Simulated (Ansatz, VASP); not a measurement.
# Re in VASP and in Ansatz

```
Re
1.0
     2.75983    0.00000    0.00000
    -1.37991    2.39008    0.00000
     0.00000    0.00000    4.45723
Re
2
Direct
  0.33333 0.66667 0.25000
  0.66667 0.33333 0.75000
```

Alike in both runs: task single point; functional r2SCAN; k mesh 13 × 13 × 7; occupations gaussian, width 0.6 eV; no spin polarisation.

|  | VASP | Ansatz |
| --- | --- | --- |
| version | VASP 6.6.1 | Ansatz 0.2.0 |
| potentials or method | VASP PAW PBE potentials, release 64 (Re), cutoff 520 eV | plane waves (500 eV) with PAW, scalar-relativistic |
| valence electrons in the cell | 14 | 30 |

VASP gave:

| Quantity | Value |
| --- | --- |
| pressure (GPa) | 0.9 |
| traceless stress, the component that is largest in VASP (GPa) | -0.76 |

Question: Estimate Ansatz's values.

Answer: Pressure (GPa): 0.8; traceless stress, the component that is largest in VASP (GPa): -0.71.

VASP's potentials were made for PBE, not for r2SCAN. VASP's potentials hold 14 valence electrons a cell and Ansatz's 30, so a difference there can come from the potentials and not from the codes.

Spin-orbit coupling is off throughout.
